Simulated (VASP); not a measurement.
# TaAgC (P-6m2) in VASP: single point with PBE

Aim: the single point of TaAgC with PBE.

Everything below comes from runs of VASP 6.6.1. Logs are shortened: lines on timing, memory, paths and dates and some standing lists are left out, and cuts for length are marked.

**1. The cell of the first run**

It takes space group P-6m2 (No. 187, hexagonal). The conventional cell has a = 3.777 Å, b = 3.777 Å, c = 3.698 Å, α = 90.00°, β = 90.00°, γ = 120.00°. Within 3.8 Å of Ta (site symmetry -6m2) lie 6 Ag at 2.86 Å and 6 C at 2.86 Å and 8 Ta at 3.70 to 3.78 Å. Ag (site symmetry -6m2) has 3 C at 2.18 Å and 6 Ta at 2.86 Å within 2.9 Å. Within 2.9 Å of C (site symmetry -6m2) lie 3 Ag at 2.18 Å and 6 Ta at 2.86 Å.

**2. Single point, PBE**

INCAR

```
SYSTEM = TaAgC
ALGO = Normal ; EDIFF = 1E-7
ENCUT = 520 ; GGA = PE
ISIF = 2 ; ISMEAR = 0
LASPH = .True. ; LCHARG = .True.
LELF = .True. ; LREAL = .False.
LVHAR = .True. ; LWAVE = .False.
NBANDS = 20 ; NELM = 100
PREC = Accurate ; SIGMA = 0.1
```

KPOINTS

```
k-points
0
Gamma
  6 6 6
  0 0 0
```

POSCAR

```
TaAgC
1.0
    3.7770708700      0.0000000000      0.0000000000
   -1.8885354300      3.2710393200      0.0000000000
    0.0000000000      0.0000000000      3.6984497900
Ta Ag C
1 1 1
Direct
    0.0000000000      0.0000000000      0.5000000000
    0.6666666700      0.3333333300      0.0000000000
    0.3333333300      0.6666666700      0.0000000000
```

Potentials or basis: VASP PAW PBE potentials, release 64 (Ta_pv, Ag, C).

Run with:

```
$ cat potpaw_PBE.64/Ta_pv/POTCAR potpaw_PBE.64/Ag/POTCAR potpaw_PBE.64/C/POTCAR > POTCAR
$ mpirun -np 1 vasp_std > vasp.out
```

OUTCAR:

```text
SYSTEM = TaAgC
   EDIFF = 1E-7
   ENCUT = 520
   GGA = PE
   ISIF = 2
   ISMEAR = 0
   LASPH = .True.
   LREAL = .False.
   NELM = 100
   PREC = Accurate

 ion  position               nearest neighbor table
   1  0.000  0.000  0.500-   2 2.86   2 2.86   2 2.86   2 2.86   2 2.86   2 2.86
   2  0.667  0.333  0.000-   3 2.18   3 2.18   3 2.18   1 2.86   1 2.86   1 2.86   1 2.86   1 2.86
                             1 2.86
   3  0.333  0.667  0.000-   2 2.18   2 2.18   2 2.18

  LATTYP: Found a hexagonal cell.
 ALAT       =     3.7770708700
 C/A-ratio  =     0.9791846426

  Lattice vectors:

 A1 = (   3.7770708700,   0.0000000000,   0.0000000000)
 A2 = (  -1.8885354300,   3.2710393200,   0.0000000000)
 A3 = (   0.0000000000,   0.0000000000,   3.6984497900)

Analysis of symmetry for initial positions (statically):
=====================================================================
 Subroutine PRICEL returns:
 Original cell was already a primitive cell.

 Routine SETGRP: Setting up the symmetry group for a
 hexagonal supercell.

 Subroutine GETGRP returns: Found 12 space group operations
 (whereof 12 operations were pure point group operations)
 out of a pool of 24 trial point group operations.

The static configuration has the point symmetry D_3h.

Analysis of symmetry for dynamics (positions and initial velocities):
=====================================================================
 Subroutine PRICEL returns:
 Original cell was already a primitive cell.

 Routine SETGRP: Setting up the symmetry group for a
 hexagonal supercell.

 Subroutine GETGRP returns: Found 12 space group operations
 (whereof 12 operations were pure point group operations)
 out of a pool of 24 trial point group operations.

The dynamic configuration has the point symmetry D_3h.

 Subroutine INISYM returns: Found 12 space group operations
 (whereof 12 operations are pure point group operations),
 and found     1 'primitive' translations

----------------------------------------------------------------------------------------

                                     Primitive cell

  volume of cell :      45.6942

  direct lattice vectors                    reciprocal lattice vectors
     3.777070870  0.000000000  0.000000000     0.264755424  0.152856615  0.000000000
    -1.888535430  3.271039320  0.000000000     0.000000000  0.305713231  0.000000000
     0.000000000  0.000000000  3.698449790     0.000000000  0.000000000  0.270383554

  length of vectors
     3.777070870  3.777070863  3.698449790     0.305713231  0.305713231  0.270383554

  position of ions in fractional coordinates (direct lattice)
     0.000000000  0.000000000  0.500000000
     0.666666670  0.333333330  0.000000000
     0.333333330  0.666666670  0.000000000

  ion indices of the primitive-cell ions
   primitive index   ion index
                 1           1
                 2           2
                 3           3

----------------------------------------------------------------------------------------

 KPOINTS: k-points

Automatic generation of k-mesh.
 Grid dimensions read from file:
 generate k-points for:    6    6    6

 Generating k-lattice:

  Cartesian coordinates                     Fractional coordinates (reciprocal lattice)
     0.044125904  0.025476103  0.000000000     0.166666667 -0.000000000  0.000000000
     0.000000000  0.050952205  0.000000000     0.000000000  0.166666667  0.000000000
     0.000000000  0.000000000  0.045063926     0.000000000  0.000000000  0.166666667

  Length of vectors
     0.050952205  0.050952205  0.045063926

  Shift w.r.t. Gamma in fractional coordinates (k-lattice)
     0.000000000  0.000000000  0.000000000

 Subroutine IBZKPT returns following result:
 ===========================================

 Found     28 irreducible k-points:

 Following reciprocal coordinates:
            Coordinates               Weight
  0.000000  0.000000  0.000000      1.000000
  0.166667 -0.000000  0.000000      6.000000
  0.333333 -0.000000  0.000000      6.000000
  0.500000 -0.000000  0.000000      3.000000
  0.166667  0.166667  0.000000      6.000000
  0.333333  0.166667  0.000000     12.000000
[... 16 lines left out ...]
  0.166667 -0.000000  0.500000      6.000000
  0.333333 -0.000000  0.500000      6.000000
 [... further k-points ...]
   k-points           NKPTS =     28   k-points in BZ     NKDIM =     28   number of bands    NBANDS=     20
   number of dos      NEDOS =    301   number of ions     NIONS =      3
   total plane-waves  NPLWV =  21952
   dimension x,y,z NGX =    28 NGY =   28 NGZ =   28
   dimension x,y,z NGXF=    56 NGYF=   56 NGZF=   56
   ions per type =               1   1   1
   NGX,Y,Z   is equivalent  to a cutoff of  12.32, 12.32, 12.59 a.u.
   NGXF,Y,Z  is equivalent  to a cutoff of  24.65, 24.65, 25.17 a.u.
 SYSTEM =  TaAgC
   PREC   = accura    normal or accurate (medium, high low for compatibility)
   ISTART =      0    job   : 0-new  1-cont  2-samecut
   ICHARG =      2    charge: 1-file 2-atom 10-const
   ISPIN  =      1    spin polarized calculation?
   LNONCOLLINEAR =      F non collinear calculations
   LSORBIT =      F    spin-orbit coupling
   LASPH  =      T    aspherical Exc in radial PAW
   ENCUT  =  520.0 eV  38.22 Ry    6.18 a.u.   7.02  7.02  6.88*2*pi/ulx,y,z
   NELM   =    100;   NELMIN=  2; NELMDL= -5     # of ELM steps
   EDIFF  = 0.1E-06   stopping-criterion for ELM
   LREAL  =      F    real-space projection
   EDIFFG = 0.1E-05   stopping-criterion for IOM
   NSW    =      0    number of steps for IOM
   IBRION =     -1    ionic relax: 0-MD 1-quasi-New 2-CG
   NFREE  =      0    steps in history (QN), initial steepest desc. (CG)
   ISIF   =      2    stress and relaxation
   ISYM   =      2    0-nonsym 1-usesym 2-fastsym
   POTIM  = 0.5000    time-step for ionic-motion
   TEBEG  =    0.0;   TEEND  =   0.0 temperature during run
   PSTRESS=    0.0 pullay stress
   NELECT =      26.0000    total number of electrons
   NUPDOWN=      -1.0000    fix difference up-down
   EMIN   =  10.00;   EMAX   =-10.00  energy-range for DOS
   EFERMI =   0.00;   METHOD = LEGACY
   ISMEAR =     0;   SIGMA  =   0.10  broadening in eV -4-tet -1-fermi 0-gaus
   EFERMI_NEDOS =   21; number of points for ismear=-14 and -15
   IALGO  =     38    algorithm
   IMIX   =      4    mixing-type and parameters
     AMIX     =   0.40;   BMIX     =  1.00
     AMIX_MAG =   1.60;   BMIX_MAG =  1.00
  volume/ion in A,a.u.               =      15.23       102.79
  Fermi-wavevector in a.u.,A,eV,Ry     =   1.356581  2.563566 25.038966  1.840312
  Thomas-Fermi vector in A             =   2.483572
   LORBIT       =      0    0 simple, 1 ext, 2 COOP (PROOUT), +10 PAW based schemes
   GGA     = PE    functional components
   LHFCALC =     F    Hartree Fock is set to
   AEXX    =    0.0000 exact exchange contribution
   IVDW    =     0    specifies the selected vdW correction
   LEPSILON=     F    determine dielectric tensor
   LRPA    =     F    only Hartree local field effects (RPA)
 non-spin polarized calculation
 Gauss-broadening in eV      SIGMA  =   0.10
  energy-cutoff  :      520.00
  volume of cell :       45.69
 maximum number of plane-waves:      1239
 NGX is ok and might be reduce to    28
   NGX = 13   NGY = 13   NGZ = 13

 number of electron      25.9999999 magnetization

 Free energy of the ion-electron system (eV)
  ---------------------------------------------------
  ext. energy  EPLUGINS =         0.00000000
  ---------------------------------------------------
  free energy    TOTEN  =       -19.47633839 eV

  energy without entropy =      -19.47297544  energy(sigma->0) =      -19.47465691

 E-fermi :   7.3165     XC(G=0): -12.0560

 val. band max:        7.2868416016   @ k =   0.0000   0.0000   0.3333
 cond. band min:       7.3782512740   @ k =   0.1667  -0.0000   0.0000
 fundamental gap:      0.0914096723
 Fermi energy:         7.3164827974

 k-point     1 :       0.0000    0.0000    0.0000
  band No.  band energies     occupation
      1     -28.6553      2.00000
      2     -28.5789      2.00000
      3     -28.5789      2.00000
      4      -5.3630      2.00000
      5      -0.0680      2.00000
      6      -0.0680      2.00000
[... 12 lines left out ...]
     19      15.2200      0.00000
     20      15.2200      0.00000

 k-point     2 :       0.1667   -0.0000    0.0000
  band No.  band energies     occupation
      1     -28.6543      2.00000
      2     -28.5945      2.00000
      3     -28.5826      2.00000
      4      -5.0635      2.00000
      5      -0.2766      2.00000
      6       0.1493      2.00000
[... 12 lines left out ...]
     19      14.4639      0.00000
     20      15.6779      0.00000

 k-point     3 :       0.3333   -0.0000    0.0000
  band No.  band energies     occupation
      1     -28.6521      2.00000
      2     -28.6255      2.00000
      3     -28.5899      2.00000
      4      -4.4024      2.00000
      5      -0.4175      2.00000
      6       0.6697      2.00000
[... 12 lines left out ...]
     19      13.4382      0.00000
     20      15.7470      0.00000

 k-point     4 :       0.5000   -0.0000    0.0000
  band No.  band energies     occupation
      1     -28.6510      2.00000
      2     -28.6408      2.00000
      3     -28.5936      2.00000
      4      -4.0472      2.00000
      5      -0.1549      2.00000
      6       0.8141      2.00000
[... 12 lines left out ...]
     19      12.4267      0.00000
     20      16.3455      0.00000

 k-point     5 :       0.1667    0.1667    0.0000
  band No.  band energies     occupation
      1     -28.6526      2.00000
      2     -28.6148      2.00000
      3     -28.5910      2.00000
      4      -4.5805      2.00000
      5      -0.4200      2.00000
      6       0.5019      2.00000
[... 12 lines left out ...]
     19      13.9920      0.00000
     20      15.5618      0.00000
[... 353 lines left out ...]
      6       0.7635      2.00000
[... 12 lines left out ...]
     19      12.2670      0.00000
     20      15.3693      0.00000

 k-point    22 :       0.0000    0.0000    0.5000
  band No.  band energies     occupation
      1     -28.7164      2.00000
      2     -28.5750      2.00000
      3     -28.5750      2.00000
      4      -4.4471      2.00000
      5      -0.2636      2.00000
      6      -0.2636      2.00000
[... 12 lines left out ...]
     19      10.5292      0.00000
     20      18.9128      0.00000

 k-point    23 :       0.1667   -0.0000    0.5000
  band No.  band energies     occupation
      1     -28.7136      2.00000
      2     -28.5894      2.00000
      3     -28.5789      2.00000
      4      -4.3233      2.00000
      5      -0.1414      2.00000
      6      -0.0277      2.00000
[... 12 lines left out ...]
     19      11.0506      0.00000
     20      16.6008      0.00000

 k-point    24 :       0.3333   -0.0000    0.5000
  band No.  band energies     occupation
      1     -28.7078      2.00000
      2     -28.6182      2.00000
      3     -28.5868      2.00000
      4      -4.0565      2.00000
      5       0.1335      2.00000
      6       0.3010      2.00000
[... 12 lines left out ...]
     19      12.8644      0.00000
     20      14.0978      0.00000

 [... further k-points ...]
[... 5 lines left out ...]
  --------------------------------------------------------------------------------------
  -------------------------------------------------------------------------------------
  Total       -4.5215838     -4.5215838     -5.7533088     -0.0000000      0.0000000      0.0000000
  in kB     -158.5406168   -158.5406163   -201.7286762     -0.0000002      0.0000000      0.0000000
  external PRESSURE =    -172.9366364 kB  Pullay stress =       0.0000000 kB

 VOLUME and BASIS-vectors are now :
 -----------------------------------------------------------------------------
  energy-cutoff  :      520.00
  volume of cell :       45.69
      direct lattice vectors                 reciprocal lattice vectors
     3.777070870  0.000000000  0.000000000     0.264755424  0.152856615  0.000000000
    -1.888535430  3.271039320  0.000000000     0.000000000  0.305713231  0.000000000
     0.000000000  0.000000000  3.698449790     0.000000000  0.000000000  0.270383554

 POSITION                                       TOTAL-FORCE (eV/Angst)
 -----------------------------------------------------------------------------------
      0.00000      0.00000      1.84922        -0.000000      0.000000      0.000000
      1.88854      1.09035      0.00000         0.000000      0.000000      0.000000
     -0.00000      2.18069      0.00000         0.000000     -0.000000      0.000000
 -----------------------------------------------------------------------------------
    total drift:                               -0.000001      0.000001     -0.000000

  FREE ENERGIE OF THE ION-ELECTRON SYSTEM (eV)
  ---------------------------------------------------
  free  energy   TOTEN  =       -19.4763383881 eV

  energy  without entropy=      -19.4729754362  energy(sigma->0) =      -19.47465691
```

Wall time 11 s (1 thread of Intel Xeon 6975P-C (Granite Rapids), shared host); peak memory 0.17 GiB.

Results:

```
Free energy            : -19.4763 eV
Pressure               : -17.3 GPa
Band gap on the k mesh : zero (band 13 reaches 7.66 eV, above the bottom of band 14 at 6.93 eV)
```

Caveat: spin-orbit coupling is left out, which moves the levels of the heavy elements.
